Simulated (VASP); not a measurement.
W, 1 atom in the cell. The structure is tetragonal, space group I4/mmm (No. 139). The conventional cell has a = 2.871 Å, b = 2.871 Å, c = 3.857 Å, α = 90.00°, β = 90.00°, γ = 90.00°. Within 3.7 Å of W (site symmetry 4/mmm) lie 12 W at 2.80 to 2.87 Å.  This cell differs from its parent crystal: strain -0.0500 x Voigt [0, 1, 0, 0, 0, 0].

```yaml
Program: VASP 6.6.1
Task: single point
Functional: r2SCAN
Potentials_or_basis: VASP PAW PBE potentials, release 64 (W_sv)
Cutoff: 520 eV
k_mesh: 20 × 20 × 20
Occupations: gaussian, width 0.15 eV
Spin: no spin polarisation
Dipole_correction: no
Further_INCAR_settings: ALGO = Normal; EDIFF = 1e-06; NBANDS = 13
```

Potentials or basis: VASP PAW PBE potentials, release 64 (W_sv).

Command:

```sh
$ cat potpaw_PBE.64/W_sv/POTCAR > POTCAR
$ cp INCAR.step1 INCAR
$ mpirun -np 1 vasp_std > vasp.out
$ cp INCAR.step2 INCAR
$ mpirun -np 1 vasp_std > vasp.out
```

Hardware: 1 thread of Intel(R) Xeon(R) Platinum 8488C (Sapphire Rapids), on a shared host.

**Question.** Estimate the wall time of this run.

**Answer.** It took 5.1 min on 1 thread of Intel(R) Xeon(R) Platinum 8488C (Sapphire Rapids), with other jobs on the host, peak memory 0.24 GiB. Counts: k points 641.
